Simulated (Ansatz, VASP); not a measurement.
**GaP in VASP and in Ansatz**

File INCAR:

```
SYSTEM = GaP
PREC = Accurate
ENCUT = 500
EDIFF = 1E-6
ISMEAR = -1
SIGMA = 0.01
LREAL = .False.
LASPH = .True.
NELM = 120
ALGO = Normal
ISIF = 2
LWAVE = .False.
LCHARG = .False.
GGA = PE
NBANDS = 16
GGA_COMPAT = .False.
```

The input KPOINTS:

```
Automatic mesh
0
Gamma
  9 9 9
  0 0 0
```

POSCAR

```
GaP
1.0
    0.0000000000      2.7258125000      2.7258125000
    2.7258125000      0.0000000000      2.7258125000
    2.7258125000      2.7258125000      0.0000000000
Ga P
1 1
Direct
    0.0000000000      0.0000000000      0.0000000000
    0.7500000000      0.7500000000      0.7500000000
```

Input for Ansatz:

```yaml
crystal:
  lattice:
    - [0.0, 2.7258125, 2.7258125]
    - [2.7258125, 0.0, 2.7258125]
    - [2.7258125, 2.7258125, 0.0]
  atoms:
    - { symbol: Ga, position: [0.0, 0.0, 0.0] }
    - { symbol: P, position: [0.75, 0.75, 0.75] }
basis:
  ecutwfc: 420.0
  ecutrho_ratio: 4
  xc_grid: 2
  fft_grid_basis: typed
  precision: f64
hamiltonian:
  pseudopotentials: { kind: paw, azcp: { folder: soft_1 } }
scf:
  max_iter: 100
  self_checks: high
  occupations: { method: fermi_dirac, width: 0.01 }
kpoints:
  mp_grid: { grid: [9, 9, 9] }
  band_path: { path: [VBM, CBM], npoints: 1 }
checkpoint:
  write: "../edges.point.run"
  compress: false
  write_wavefunctions: true
  write_every: 100000
```

Alike in both runs: task single point; functional PBE; k mesh 9 × 9 × 9; occupations fermi-dirac, width 0.01 eV; no spin polarisation.

```csv
,VASP,Ansatz
version,VASP 6.6.1,Ansatz 0.2.0
potentials or method,"VASP PAW PBE potentials, release 64 (Ga_d, P), cutoff 500 eV",plane-wave PAW DFT
valence electrons in the cell,18,18
```

|  | VASP | Ansatz | Ansatz less VASP |
| --- | --- | --- | --- |
| gap on the k mesh at the Fermi level (eV) | 1.60 | 1.60 | +0.001 |

The functional is the same, so the differences come from potentials, cutoffs and numerics.
